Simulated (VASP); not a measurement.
# Pt (Fm-3m) in VASP: notebook

Runs on Pt. Level: LDA. Tasks: single point.

Program: VASP 6.6.1. These are calculated values, not measurements. Logs are shortened: lines on timing, memory, paths and dates and some standing lists are left out, and cuts for length are marked.

### 1 The cell of the first run

It takes space group Fm-3m (No. 225, cubic). The conventional cell has a = 3.490 Å, b = 3.490 Å, c = 3.490 Å, α = 90.00°, β = 90.00°, γ = 90.00°. Pt (site symmetry m-3m) has 12 Pt at 2.47 Å within 3.3 Å.

### 2 Single point, LDA (volume scaled by 0.72)

File INCAR:

```
ALGO = Normal
EDIFF = 1E-7
ENCUT = 520
ISIF = 2
ISMEAR = -1
LASPH = T
LCHARG = F
LREAL = F
LWAVE = F
NBANDS = 11
NELM = 100
PREC = Accurate
SIGMA = 0.05
```

File KPOINTS:

```
k-points
0
Gamma
  17 17 17
```

File POSCAR:

```
Pt
1.0
    0.0000000000      1.7449885289      1.7449885289
    1.7449885289      0.0000000000      1.7449885289
    1.7449885289      1.7449885289      0.0000000000
Pt
1
Direct
    0.0000000000      0.0000000000      0.0000000000
```

Potentials or basis: VASP PAW LDA potentials, release 64 (Pt).

Started as:

```
$ cat potpaw_LDA.64/Pt/POTCAR > POTCAR
$ mpirun -np 1 vasp_std > vasp.out
```

OUTCAR:

```text
EDIFF = 1E-7
   ENCUT = 520
   ISIF = 2
   ISMEAR = -1
   LASPH = T
   LREAL = F
   NELM = 100
   PREC = Accurate

 ion  position               nearest neighbor table
   1  0.000  0.000  0.000-

  LATTYP: Found a face centered cubic cell.
 ALAT       =     3.4899770578

  Lattice vectors:

 A1 = (   0.0000000000,   1.7449885289,   1.7449885289)
 A2 = (   1.7449885289,   0.0000000000,   1.7449885289)
 A3 = (   1.7449885289,   1.7449885289,   0.0000000000)

Analysis of symmetry for initial positions (statically):
=====================================================================
 Subroutine PRICEL returns:
 Original cell was already a primitive cell.

 Routine SETGRP: Setting up the symmetry group for a
 face centered cubic supercell.

 Subroutine GETGRP returns: Found 48 space group operations
 (whereof 48 operations were pure point group operations)
 out of a pool of 48 trial point group operations.

The static configuration has the point symmetry O_h .

Analysis of symmetry for dynamics (positions and initial velocities):
=====================================================================
 Subroutine PRICEL returns:
 Original cell was already a primitive cell.

 Routine SETGRP: Setting up the symmetry group for a
 face centered cubic supercell.

 Subroutine GETGRP returns: Found 48 space group operations
 (whereof 48 operations were pure point group operations)
 out of a pool of 48 trial point group operations.

The dynamic configuration has the point symmetry O_h .

 Subroutine INISYM returns: Found 48 space group operations
 (whereof 48 operations are pure point group operations),
 and found     1 'primitive' translations

----------------------------------------------------------------------------------------

                                     Primitive cell

  volume of cell :      10.6269

  direct lattice vectors                    reciprocal lattice vectors
     0.000000000  1.744988529  1.744988529    -0.286534835  0.286534835  0.286534835
     1.744988529  0.000000000  1.744988529     0.286534835 -0.286534835  0.286534835
     1.744988529  1.744988529  0.000000000     0.286534835  0.286534835 -0.286534835

  length of vectors
     2.467786444  2.467786444  2.467786444     0.496292892  0.496292892  0.496292892

  position of ions in fractional coordinates (direct lattice)
     0.000000000  0.000000000  0.000000000

  ion indices of the primitive-cell ions
   primitive index   ion index
                 1           1

----------------------------------------------------------------------------------------

 KPOINTS: k-points

Automatic generation of k-mesh.
 Grid dimensions read from file:
 generate k-points for:   17   17   17

 Generating k-lattice:

  Cartesian coordinates                     Fractional coordinates (reciprocal lattice)
    -0.016854990  0.016854990  0.016854990     0.058823529  0.000000000  0.000000000
     0.016854990 -0.016854990  0.016854990     0.000000000  0.058823529  0.000000000
     0.016854990  0.016854990 -0.016854990     0.000000000  0.000000000  0.058823529

  Length of vectors
     0.029193700  0.029193700  0.029193700

  Shift w.r.t. Gamma in fractional coordinates (k-lattice)
     0.000000000  0.000000000  0.000000000

 Subroutine IBZKPT returns following result:
 ===========================================

 Found    165 irreducible k-points:

 Following reciprocal coordinates:
            Coordinates               Weight
  0.000000  0.000000  0.000000      1.000000
  0.058824  0.000000  0.000000      8.000000
  0.117647  0.000000  0.000000      8.000000
  0.176471  0.000000  0.000000      8.000000
  0.235294  0.000000  0.000000      8.000000
  0.294118  0.000000  0.000000      8.000000
[... 16 lines left out ...]
 -0.176471  0.058824  0.000000     24.000000
 -0.117647  0.058824  0.000000     24.000000
 [... further k-points ...]
   k-points           NKPTS =    165   k-points in BZ     NKDIM =    165   number of bands    NBANDS=     11
   number of dos      NEDOS =    301   number of ions     NIONS =      1
   total plane-waves  NPLWV =   5832
   dimension x,y,z NGX =    18 NGY =   18 NGZ =   18
   dimension x,y,z NGXF=    36 NGYF=   36 NGZF=   36
   ions per type =               1
   NGX,Y,Z   is equivalent  to a cutoff of  12.13, 12.13, 12.13 a.u.
   NGXF,Y,Z  is equivalent  to a cutoff of  24.25, 24.25, 24.25 a.u.
 SYSTEM =  unknown system
   PREC   = accura    normal or accurate (medium, high low for compatibility)
   ISTART =      0    job   : 0-new  1-cont  2-samecut
   ICHARG =      2    charge: 1-file 2-atom 10-const
   ISPIN  =      1    spin polarized calculation?
   LNONCOLLINEAR =      F non collinear calculations
   LSORBIT =      F    spin-orbit coupling
   LASPH  =      T    aspherical Exc in radial PAW
   ENCUT  =  520.0 eV  38.22 Ry    6.18 a.u.   4.59  4.59  4.59*2*pi/ulx,y,z
   NELM   =    100;   NELMIN=  2; NELMDL= -5     # of ELM steps
   EDIFF  = 0.1E-06   stopping-criterion for ELM
   LREAL  =      F    real-space projection
   EDIFFG = 0.1E-05   stopping-criterion for IOM
   NSW    =      0    number of steps for IOM
   IBRION =     -1    ionic relax: 0-MD 1-quasi-New 2-CG
   NFREE  =      0    steps in history (QN), initial steepest desc. (CG)
   ISIF   =      2    stress and relaxation
   ISYM   =      2    0-nonsym 1-usesym 2-fastsym
   POTIM  = 0.5000    time-step for ionic-motion
   TEBEG  =    0.0;   TEEND  =   0.0 temperature during run
   PSTRESS=    0.0 pullay stress
   NELECT =      10.0000    total number of electrons
   NUPDOWN=      -1.0000    fix difference up-down
   EMIN   =  10.00;   EMAX   =-10.00  energy-range for DOS
   EFERMI =   0.00;   METHOD = LEGACY
   ISMEAR =    -1;   SIGMA  =   0.05  broadening in eV -4-tet -1-fermi 0-gaus
   EFERMI_NEDOS =   21; number of points for ismear=-14 and -15
   IALGO  =     38    algorithm
   IMIX   =      4    mixing-type and parameters
     AMIX     =   0.40;   BMIX     =  1.00
     AMIX_MAG =   1.60;   BMIX_MAG =  1.00
  volume/ion in A,a.u.               =      10.63        71.71
  Fermi-wavevector in a.u.,A,eV,Ry     =   1.604251  3.031594 35.016233  2.573621
  Thomas-Fermi vector in A             =   2.700785
   LORBIT       =      0    0 simple, 1 ext, 2 COOP (PROOUT), +10 PAW based schemes
   GGA     = CA    functional components
   LHFCALC =     F    Hartree Fock is set to
   AEXX    =    0.0000 exact exchange contribution
   IVDW    =     0    specifies the selected vdW correction
   LEPSILON=     F    determine dielectric tensor
   LRPA    =     F    only Hartree local field effects (RPA)
 non-spin polarized calculation
  energy-cutoff  :      520.00
  volume of cell :       10.63
 maximum number of plane-waves:       298
   NGX =  9   NGY =  9   NGZ =  9

 number of electron      10.0000000 magnetization

 number of electron       9.9999999 magnetization

 Free energy of the ion-electron system (eV)
  ---------------------------------------------------
  ext. energy  EPLUGINS =         0.00000000
  ---------------------------------------------------
  free energy    TOTEN  =        -5.27299712 eV

  energy without entropy =       -5.26453870  energy(sigma->0) =       -5.26876791

 E-fermi :  19.4555     XC(G=0): -15.7887

 val. band max:       19.4154395504   @ k =  -0.4706   0.1765   0.0588
 cond. band min:      19.4614889627   @ k =  -0.3529   0.0588   0.0000
 fundamental gap:      0.0460494124
 Fermi energy:        19.4555340577

 k-point     1 :       0.0000    0.0000    0.0000
  band No.  band energies     occupation
      1       4.6641      2.00000
      2      12.7670      2.00000
      3      12.7670      2.00000
      4      12.7670      2.00000
      5      16.6011      2.00000
      6      16.6011      2.00000
      7      32.0710      0.00000
      8      39.1677      0.00000
      9      39.1677      0.00000
     10      39.1677      0.00000
     11      46.0417      0.00000

 k-point     2 :       0.0588    0.0000    0.0000
  band No.  band energies     occupation
      1       4.8683      2.00000
      2      12.6477      2.00000
      3      12.8589      2.00000
      4      12.8589      2.00000
      5      16.5296      2.00000
      6      16.5296      2.00000
      7      32.4512      0.00000
      8      38.3647      0.00000
      9      39.5321      0.00000
     10      39.5321      0.00000
     11      47.1200      0.00000

 k-point     3 :       0.1176    0.0000    0.0000
  band No.  band energies     occupation
      1       5.4474      2.00000
      2      12.3603      2.00000
      3      13.0948      2.00000
      4      13.0948      2.00000
      5      16.3777      2.00000
      6      16.3777      2.00000
      7      33.4719      0.00000
      8      36.8147      0.00000
      9      40.5915      0.00000
     10      40.5915      0.00000
     11      49.2730      0.00000

 k-point     4 :       0.1765    0.0000    0.0000
  band No.  band energies     occupation
      1       6.2813      2.00000
      2      12.1029      2.00000
      3      13.3386      2.00000
      4      13.3386      2.00000
      5      16.3326      2.00000
      6      16.3326      2.00000
      7      34.2431      0.00000
      8      35.9255      0.00000
      9      42.2593      0.00000
     10      42.2593      0.00000
     11      49.1158      0.00000
[... 239 lines left out ...]
 k-point    22 :      -0.2353    0.0588    0.0000
  band No.  band energies     occupation
      1       7.4998      2.00000
      2      12.1249      2.00000
      3      13.3575      2.00000
      4      13.4847      2.00000
      5      16.2010      2.00000
      6      17.5955      2.00000
      7      33.0504      0.00000
      8      37.3333      0.00000
      9      43.6256      0.00000
     10      44.8456      0.00000
     11      46.2170      0.00000

 k-point    23 :      -0.1765    0.0588    0.0000
  band No.  band energies     occupation
      1       6.7469      2.00000
      2      11.8878      2.00000
      3      13.4589      2.00000
      4      13.5048      2.00000
      5      15.8170      2.00000
      6      16.9629      2.00000
      7      34.3162      0.00000
      8      36.3050      0.00000
      9      41.8726      0.00000
     10      43.8892      0.00000
     11      47.4510      0.00000

 k-point    24 :      -0.1176    0.0588    0.0000
  band No.  band energies     occupation
      1       5.8764      2.00000
      2      12.1023      2.00000
      3      13.2551      2.00000
      4      13.3253      2.00000
      5      15.9254      2.00000
      6      16.6855      2.00000
      7      34.2021      0.00000
      8      36.3330      0.00000
      9      40.3972      0.00000
     10      41.8861      0.00000
     11      49.7028      0.00000

 [... further k-points ...]
[... 5 lines left out ...]
  --------------------------------------------------------------------------------------
  -------------------------------------------------------------------------------------
  Total       15.9554633     15.9554633     15.9554633      0.0000000      0.0000000     -0.0000000
  in kB     2405.5383078   2405.5383078   2405.5383078      0.0000000      0.0000000     -0.0000000
  external PRESSURE =    2405.5383078 kB  Pullay stress =       0.0000000 kB

 VOLUME and BASIS-vectors are now :
 -----------------------------------------------------------------------------
  energy-cutoff  :      520.00
  volume of cell :       10.63
      direct lattice vectors                 reciprocal lattice vectors
     0.000000000  1.744988529  1.744988529    -0.286534835  0.286534835  0.286534835
     1.744988529  0.000000000  1.744988529     0.286534835 -0.286534835  0.286534835
     1.744988529  1.744988529  0.000000000     0.286534835  0.286534835 -0.286534835

 POSITION                                       TOTAL-FORCE (eV/Angst)
 -----------------------------------------------------------------------------------
      0.00000      0.00000      0.00000         0.000000      0.000000      0.000000
 -----------------------------------------------------------------------------------
    total drift:                                0.000000      0.000000     -0.000000

  FREE ENERGIE OF THE ION-ELECTRON SYSTEM (eV)
  ---------------------------------------------------
  free  energy   TOTEN  =        -5.2729971195 eV

  energy  without entropy=       -5.2645386984  energy(sigma->0) =       -5.26876791
```

Wall time 7.9 s (1 thread of Intel Xeon 6975P-C, shared host); peak memory 0.14 GiB.

What came out:

```yaml
Free_energy: -5.2730 eV
Pressure: 240.6 GPa
Band_gap_on_the_k_mesh: zero (band 5 reaches 20.38 eV, above the bottom of band 6 at 16.33 eV)
```

Caveat: spin-orbit coupling is left out, which moves the levels of the heavy elements.

### 3 Single point, LDA (volume scaled by 0.8)

INCAR: that of step 2 with these lines changed.

```diff
@@ -3,2 +3,3 @@
 ENCUT = 520
+GGA = CA
 ISIF = 2
```

KPOINTS is that of step 2.

File POSCAR:

```
Pt
1.0
    0.0000000000      1.8073616932      1.8073616932
    1.8073616932      0.0000000000      1.8073616932
    1.8073616932      1.8073616932      0.0000000000
Pt
1
Direct
    0.0000000000      0.0000000000      0.0000000000
```

Potentials or basis: VASP PAW LDA potentials, release 64 (Pt).

Started as:

```
$ cat potpaw_LDA.64/Pt/POTCAR > POTCAR
$ mpirun -np 1 vasp_std > vasp.out
```

OUTCAR:

```text
EDIFF = 1E-7
   ENCUT = 520
   GGA = CA
   ISIF = 2
   ISMEAR = -1
   LASPH = T
   LREAL = F
   NELM = 100
   PREC = Accurate

 ion  position               nearest neighbor table
   1  0.000  0.000  0.000-

  LATTYP: Found a face centered cubic cell.
 ALAT       =     3.6147233864

  Lattice vectors:

 A1 = (   0.0000000000,   1.8073616932,   1.8073616932)
 A2 = (   1.8073616932,   0.0000000000,   1.8073616932)
 A3 = (   1.8073616932,   1.8073616932,   0.0000000000)

[... 512 lines left out ...]
     11      45.7055      0.00000

 [... further k-points ...]

------------------------ aborting loop because EDIFF is reached ----------------------------------------

  FORCE on cell =-STRESS in cart. coord.  units (eV):
  Direction    XX          YY          ZZ          XY          YZ          ZX
  --------------------------------------------------------------------------------------
  -------------------------------------------------------------------------------------
  Total        9.2378654      9.2378654      9.2378654      0.0000000      0.0000000     -0.0000000
  in kB     1253.4788182   1253.4788182   1253.4788182      0.0000000      0.0000000     -0.0000000
  external PRESSURE =    1253.4788182 kB  Pullay stress =       0.0000000 kB

 VOLUME and BASIS-vectors are now :
 -----------------------------------------------------------------------------
  energy-cutoff  :      520.00
  volume of cell :       11.81
      direct lattice vectors                 reciprocal lattice vectors
     0.000000000  1.807361693  1.807361693    -0.276646341  0.276646341  0.276646341
     1.807361693  0.000000000  1.807361693     0.276646341 -0.276646341  0.276646341
     1.807361693  1.807361693  0.000000000     0.276646341  0.276646341 -0.276646341

 POSITION                                       TOTAL-FORCE (eV/Angst)
 -----------------------------------------------------------------------------------
      0.00000      0.00000      0.00000        -0.000000      0.000000      0.000000
 -----------------------------------------------------------------------------------
    total drift:                                0.000000      0.000000      0.000000

  FREE ENERGIE OF THE ION-ELECTRON SYSTEM (eV)
  ---------------------------------------------------
  free  energy   TOTEN  =        -6.5858573422 eV

  energy  without entropy=       -6.5757752053  energy(sigma->0) =       -6.58081627
```

OSZICAR:

```text
N       E                     dE             d eps       ncg     rms          rms(c)
DAV:   1     0.419027891630E+02    0.41903E+02   -0.55502E+03  3694   0.872E+02
DAV:   2    -0.637588146040E+01   -0.48279E+02   -0.46599E+02  4196   0.192E+02
DAV:   3    -0.697571793735E+01   -0.59984E+00   -0.59889E+00  4338   0.201E+01
DAV:   4    -0.697771039928E+01   -0.19925E-02   -0.19924E-02  4306   0.134E+00
DAV:   5    -0.697772231332E+01   -0.11914E-04   -0.11915E-04  4371   0.927E-02    0.271E+01
DAV:   6    -0.667723414693E+01    0.30049E+00   -0.36011E-01  4155   0.515E+00    0.149E+01
DAV:   7    -0.659117635746E+01    0.86058E-01   -0.18276E-01  4293   0.352E+00    0.222E+00
DAV:   8    -0.658591607502E+01    0.52603E-02   -0.12773E-02  4029   0.110E+00    0.432E-01
DAV:   9    -0.658585109040E+01    0.64985E-04   -0.80587E-05  4378   0.893E-02    0.150E-02
DAV:  10    -0.658585734058E+01   -0.62502E-05   -0.30980E-06  4872   0.113E-02    0.619E-03
DAV:  11    -0.658585734222E+01   -0.16347E-08   -0.33696E-08  3583   0.183E-03
   1 F= -.65858573E+01 E0= -.65808163E+01  d E =-.100821E-01
```

stdout:

```text
POSCAR found type information on POSCAR Pt
 POSCAR found :  1 types and       1 ions
 scaLAPACK will be used
 LDA part: xc-table for (Slater(with rela. corr.)+CA(PZ))
 , standard interpolation
 POSCAR, INCAR and KPOINTS ok, starting setup
 FFT: planning ... GRIDC
 FFT: planning ... GRID_SOFT
 FFT: planning ... GRID
 WAVECAR not read
 entering main loop
```

It took 9.5 s on 1 thread of Intel Xeon 6975P-C, shared host; peak memory 0.14 GiB.

What came out:

| Property | Result |
| --- | --- |
| Free energy | -6.5859 eV |
| Pressure | 125.3 GPa |
| Band gap on the k mesh | zero (band 5 reaches 17.38 eV, above the bottom of band 6 at 14.01 eV) |

Caveat: spin-orbit coupling is left out, which moves the levels of the heavy elements.

[end of part 1 of 2]
